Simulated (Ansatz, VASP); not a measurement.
Two plane-wave programs on H3CCl

```xyz
40
Lattice="8.3815 0.0000 0.0000 0.0000 8.3815 0.0000 0.0000 0.0000 8.3815" Properties=species:S:1:pos:R:3 pbc="T T T"
C     3.4462    0.8864    5.3841
C     5.8891    5.8568    2.6574
C     0.0869    1.6464    7.4039
C    -0.1984    5.6142    6.5570
C     5.4292    3.8438   -0.2704
C     8.5155    1.4643    4.2311
C     3.3310    7.4118    0.7214
C     5.5703    0.8438    2.8244
Cl    5.0031    0.7554    6.2535
Cl    7.1849    6.4377    1.5948
Cl    0.2419    1.5968    9.1765
Cl    1.1128    6.7573    6.2103
Cl    3.7324    3.7833    0.2241
Cl    9.2511    3.0744    4.1950
Cl    2.5549    7.0079    2.2606
Cl    5.6044    2.5939    3.1157
H     3.3691    1.8984    4.9626
H     3.4140    0.1264    4.5772
H     2.6395    0.6970    6.1202
H     5.1447    5.2882    2.0728
H     6.3373    5.2118    3.4299
H     5.3987    6.7321    3.1171
H    -0.7324    2.3453    7.1327
H     1.0436    2.0183    6.9916
H    -0.1234    0.6216    7.0412
H     0.0309    4.6682    6.0399
H    -0.2596    5.4732    7.6464
H    -1.1365    6.0420    6.1767
H     5.7150    4.8933   -0.4368
H     6.0377    3.4160    0.5434
H     5.5364    3.2495   -1.1891
H     8.4140    1.1043    3.1904
H     9.1625    0.7773    4.7966
H     7.5162    1.5408    4.6972
H     4.4089    7.1857    0.7943
H     2.8658    6.8003   -0.0676
H     3.1783    8.4831    0.5177
H     4.5607    0.5673    2.4824
H     6.3285    0.5935    2.0633
H     5.7991    0.3447    3.7840
```

Alike in both runs: functional LDA; k mesh 1 × 1 × 1; occupations fermi-dirac, width 0.02 eV; no spin polarisation.

Ansatz relaxed the structure, and its values are those at the end. VASP's run is a single point on that final structure, the one shown.

|  | VASP | Ansatz |
| --- | --- | --- |
| version | VASP 6.6.1 | Ansatz 0.2.0 |
| potentials or method | VASP PAW LDA potentials, release 64 (C, Cl, H), cutoff 520 eV | scalar-relativistic, plane waves, PAW |
| valence electrons in the cell | 112 | 112 |

VASP gave:

| Quantity | Value |
| --- | --- |
| gap on the k mesh at the Fermi level (eV) | 5.36 |
| rms of the force components (eV/Å) | 0.069 |

Task: Which values does Ansatz return?

Result: gap on the k mesh at the Fermi level (eV): 5.34; rms of the force components (eV/Å): 0.074.

LDA's correlation is that of Perdew and Zunger in VASP and of Perdew and Wang (1992) in Ansatz.
